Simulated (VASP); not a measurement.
ZnS:

```
Zn S
1.0
     3.84578    0.00000    0.00000
    -1.92289    3.33054    0.00000
     0.00000    0.00000    6.30402
Zn S
2 2
Direct
  0.33333 0.66667 0.00520
  0.66667 0.33333 0.50520
  0.33333 0.66667 0.37980
  0.66667 0.33333 0.87980
```

```yaml
Program: VASP 6.6.1
Task: relaxation of cell and atoms
Functional: PBEsol
Potentials_or_basis: VASP PAW PBE potentials, release 64 (Zn, S)
Cutoff: 600 eV
k_mesh: 12 × 12 × 4
Occupations: fermi-dirac, width 0.02 eV
Spin: no spin polarisation
```

At the start: pressure -3.3 GPa; volume 20.19 Å³/atom.

Question: How do energy, volume and symmetry change on relaxing?

Answer: Over 6 steps the energy falls by 9.7 meV/atom and the volume is 19.28 Å³/atom (-4.5 %); space group P6_3mc (No. 186, to 0.1 Å) before and after.

The path:
```tsv
step	energy change (eV)	largest force (eV/Å)	pressure (GPa)	volume (Å³)
1	0.0000	0.0028	-3.29	80.75
2	-0.0350	0.0128	1.03	75.99
3	-0.0389	0.0087	0.03	77.06
4	-0.0389	0.0084	-0.02	77.14
5	-0.0389	0.0061	-0.05	77.14
6	-0.0389	0.0000	-0.02	77.13
```

Final structure:
```cif
data_structure
_symmetry_space_group_name_H-M 'P 1'
_symmetry_Int_Tables_number 1
_cell_length_a 3.7859
_cell_length_b 3.7859
_cell_length_c 6.2139
_cell_angle_alpha 90.000
_cell_angle_beta 90.000
_cell_angle_gamma 120.000
_cell_volume 77.13
loop_
_atom_site_label
_atom_site_type_symbol
_atom_site_fract_x
_atom_site_fract_y
_atom_site_fract_z
_atom_site_occupancy
Zn1 Zn 0.33333 0.66667 0.00542 1
Zn2 Zn 0.66667 0.33333 0.50542 1
S1 S 0.33333 0.66667 0.37958 1
S2 S 0.66667 0.33333 0.87958 1
```

Caveat: the PAW data sets were made with another functional, which shifts forces and pressure a little.
